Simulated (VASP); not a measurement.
# Se (P6/mmm) in VASP: a series of runs, part 2 of 2

VASP 6.6.1. Earlier steps stand in the parts before.

### Step 3. Single point, PBEsol (volume scaled by 0.88)

Contents of INCAR:

```
SYSTEM = Se
ALGO     = Normal         ! electronic algorithm
EDIFF    = 1E-6           ! SCF threshold, eV
ENCUT    = 520            ! plane-wave cutoff, eV
GGA      = PS             ! functional
ISIF     = 2              ! what is computed and relaxed
ISMEAR   = -1             ! smearing method
LASPH    = .TRUE.         ! aspherical terms in the spheres
LCHARG   = .FALSE.        ! write CHGCAR
LREAL    = .FALSE.        ! projectors in reciprocal space
LWAVE    = .FALSE.        ! write WAVECAR
NBANDS   = 16             ! bands
NELM     = 100            ! most SCF steps
PREC     = Accurate       ! precision mode
SIGMA    = 0.1            ! smearing width, eV
```

Contents of KPOINTS:

```
k-points
0
G
  9 9 11
  0 0 0
```

Contents of POSCAR:

```
Se
1.0
    4.4811691787      0.0000000000      0.0000000000
   -2.2405845893      3.8808063474      0.0000000000
    0.0000000000      0.0000000000      3.0025435776
Se
3
Direct
    0.0000000000      0.0000000000      0.0000000000
    0.3333333333      0.6666666667      0.5000000000
    0.6666666667      0.3333333333      0.5000000000
```

Potentials or basis: VASP PAW PBE potentials, release 64 (Se).

Command:

```
> cat potpaw_PBE.64/Se/POTCAR > POTCAR
> mpirun -np 1 vasp_std > vasp.out
```

OUTCAR:

```text
SYSTEM = Se
   EDIFF = 1E-6
   ENCUT = 520
   GGA = PS
   ISIF = 2
   ISMEAR = -1
   LASPH = .TRUE.
   LREAL = .FALSE.
   NELM = 100
   PREC = Accurate

 ion  position               nearest neighbor table
   1  0.000  0.000  0.000-
   2  0.333  0.667  0.500-   3 2.59   3 2.59   3 2.59
   3  0.667  0.333  0.500-   2 2.59   2 2.59   2 2.59

  LATTYP: Found a hexagonal cell.
 ALAT       =     4.4811691787
 C/A-ratio  =     0.6700357558

  Lattice vectors:

 A1 = (   4.4811691787,   0.0000000000,   0.0000000000)
 A2 = (  -2.2405845893,   3.8808063474,   0.0000000000)
 A3 = (   0.0000000000,   0.0000000000,   3.0025435776)

Analysis of symmetry for initial positions (statically):
=====================================================================
 Subroutine PRICEL returns:
 Original cell was already a primitive cell.

 Routine SETGRP: Setting up the symmetry group for a
 hexagonal supercell.

 Subroutine GETGRP returns: Found 24 space group operations
 (whereof 24 operations were pure point group operations)
 out of a pool of 24 trial point group operations.

The static configuration has the point symmetry D_6h.

Analysis of symmetry for dynamics (positions and initial velocities):
=====================================================================
 Subroutine PRICEL returns:
 Original cell was already a primitive cell.

 Routine SETGRP: Setting up the symmetry group for a
 hexagonal supercell.

 Subroutine GETGRP returns: Found 24 space group operations
 (whereof 24 operations were pure point group operations)
 out of a pool of 24 trial point group operations.

The dynamic configuration has the point symmetry D_6h.

 Subroutine INISYM returns: Found 24 space group operations
 (whereof 24 operations are pure point group operations),
 and found     1 'primitive' translations

----------------------------------------------------------------------------------------

[... 113 lines left out ...]
     AMIX     =   0.40;   BMIX     =  1.00
     AMIX_MAG =   1.60;   BMIX_MAG =  1.00
  volume/ion in A,a.u.               =      17.41       117.46
  Fermi-wavevector in a.u.,A,eV,Ry     =   1.147884  2.169187 17.927559  1.317638
  Thomas-Fermi vector in A             =   2.284562
   LORBIT       =      0    0 simple, 1 ext, 2 COOP (PROOUT), +10 PAW based schemes
   GGA     = PS    functional components
   LHFCALC =     F    Hartree Fock is set to
   AEXX    =    0.0000 exact exchange contribution
   IVDW    =     0    specifies the selected vdW correction
   LEPSILON=     F    determine dielectric tensor
   LRPA    =     F    only Hartree local field effects (RPA)
 non-spin polarized calculation
  energy-cutoff  :      520.00
  volume of cell :       52.22
 maximum number of plane-waves:      1433
 NGX is ok and might be reduce to    36
   NGX = 17   NGY = 17   NGZ = 11

 number of electron      17.9999997 magnetization

 Free energy of the ion-electron system (eV)
  ---------------------------------------------------
  ext. energy  EPLUGINS =         0.00000000
  ---------------------------------------------------
  free energy    TOTEN  =        -9.82228319 eV

  energy without entropy =       -9.77320851  energy(sigma->0) =       -9.79774585

 E-fermi :   7.5033     XC(G=0): -11.4163

 val. band max:        7.4979776791   @ k =   0.3333   0.2222   0.4545
 cond. band min:       7.5203267155   @ k =   0.1111   0.1111   0.4545
 fundamental gap:      0.0223490364
 Fermi energy:         7.5033035810

 k-point     1 :       0.0000    0.0000    0.0000
  band No.  band energies     occupation
      1     -10.4027      2.00000
      2      -4.5025      2.00000
      3      -4.1191      2.00000
      4       1.2079      2.00000
      5       1.2079      2.00000
      6       2.0869      2.00000
[... 433 lines left out ...]
      3      -7.0206      2.00000
      4       1.9430      2.00000
      5       3.2638      2.00000
      6       3.2638      2.00000
[... 8 lines left out ...]
     15      16.4574      0.00000
     16      17.1839      0.00000

 [... further k-points ...]

------------------------ aborting loop because EDIFF is reached ----------------------------------------

  FORCE on cell =-STRESS in cart. coord.  units (eV):
  Direction    XX          YY          ZZ          XY          YZ          ZX
  --------------------------------------------------------------------------------------
  -------------------------------------------------------------------------------------
  Total        4.9387344      4.9387344      3.9281579      0.0000000      0.0000000      0.0000000
  in kB      151.5387218    151.5387218    120.5304818      0.0000000      0.0000000      0.0000000
  external PRESSURE =     141.2026418 kB  Pullay stress =       0.0000000 kB

 VOLUME and BASIS-vectors are now :
 -----------------------------------------------------------------------------
  energy-cutoff  :      520.00
  volume of cell :       52.22
      direct lattice vectors                 reciprocal lattice vectors
     4.481169179  0.000000000  0.000000000     0.223156047  0.128839204  0.000000000
    -2.240584589  3.880806347  0.000000000     0.000000000  0.257678408  0.000000000
     0.000000000  0.000000000  3.002543578     0.000000000  0.000000000  0.333050953

 POSITION                                       TOTAL-FORCE (eV/Angst)
 -----------------------------------------------------------------------------------
      0.00000      0.00000      0.00000        -0.000000      0.000000      0.000000
     -0.00000      2.58720      1.50127        -0.000000     -0.000000     -0.000000
      2.24058      1.29360      1.50127         0.000000      0.000000      0.000000
 -----------------------------------------------------------------------------------
    total drift:                                0.000000      0.000000     -0.000000

  FREE ENERGIE OF THE ION-ELECTRON SYSTEM (eV)
  ---------------------------------------------------
  free  energy   TOTEN  =        -9.8222831917 eV

  energy  without entropy=       -9.7732085094  energy(sigma->0) =       -9.79774585
```

OSZICAR:

```text
N       E                     dE             d eps       ncg     rms          rms(c)
DAV:   1     0.686246344225E+02    0.68625E+02   -0.79943E+03  2304   0.998E+02
DAV:   2    -0.653545525504E+01   -0.75160E+02   -0.71365E+02  3112   0.162E+02
DAV:   3    -0.984485906514E+01   -0.33094E+01   -0.32858E+01  2864   0.353E+01
DAV:   4    -0.985699262105E+01   -0.12134E-01   -0.12132E-01  3088   0.256E+00
DAV:   5    -0.985703061112E+01   -0.37990E-04   -0.37989E-04  2920   0.137E-01    0.822E+00
DAV:   6    -0.982556116053E+01    0.31469E-01   -0.67475E-02  2872   0.155E+00    0.499E+00
DAV:   7    -0.982295061286E+01    0.26105E-02   -0.22144E-02  2832   0.982E-01    0.134E+00
DAV:   8    -0.982237045398E+01    0.58016E-03   -0.30062E-03  3056   0.391E-01    0.970E-02
DAV:   9    -0.982229744468E+01    0.73009E-04   -0.48149E-04  2944   0.129E-01    0.490E-02
DAV:  10    -0.982228366519E+01    0.13779E-04   -0.58201E-05  3008   0.461E-02    0.104E-02
DAV:  11    -0.982228319165E+01    0.47354E-06   -0.67861E-06  2800   0.160E-02
   1 F= -.98222832E+01 E0= -.97977459E+01  d E =-.490747E-01
```

stdout:

```text
POSCAR found type information on POSCAR Se
 POSCAR found :  1 types and       3 ions
 scaLAPACK will be used
 -----------------------------------------------------------------------------
|                                                                             |
|                                                                             |
|     You enforced a specific xc type in the INCAR file but a different       |
|     I HOPE YOU KNOW WHAT YOU ARE DOING!                                     |
|                                                                             |
 -----------------------------------------------------------------------------

 LDA part: xc-table for (Slater+PW92), standard interpolation
 POSCAR, INCAR and KPOINTS ok, starting setup
 FFT: planning ... GRIDC
 FFT: planning ... GRID_SOFT
 FFT: planning ... GRID
 WAVECAR not read
 entering main loop
```

It took 29 s on 1 thread of Intel Xeon 6975P-C, shared host; peak memory 0.2 GiB.

What came out:

| Quantity | Value |
| --- | --- |
| Free energy | -9.8223 eV |
| Pressure | 14.1 GPa |
| Band gap on the k mesh | zero (band 9 reaches 10.35 eV, above the bottom of band 10 at 5.01 eV) |

Stress tensor (GPa, compression positive):
```
15.15  0.00  0.00
 0.00 15.15  0.00
 0.00  0.00 12.05
```

Caveat: the PAW data sets were made with another functional, which shifts forces and pressure a little.
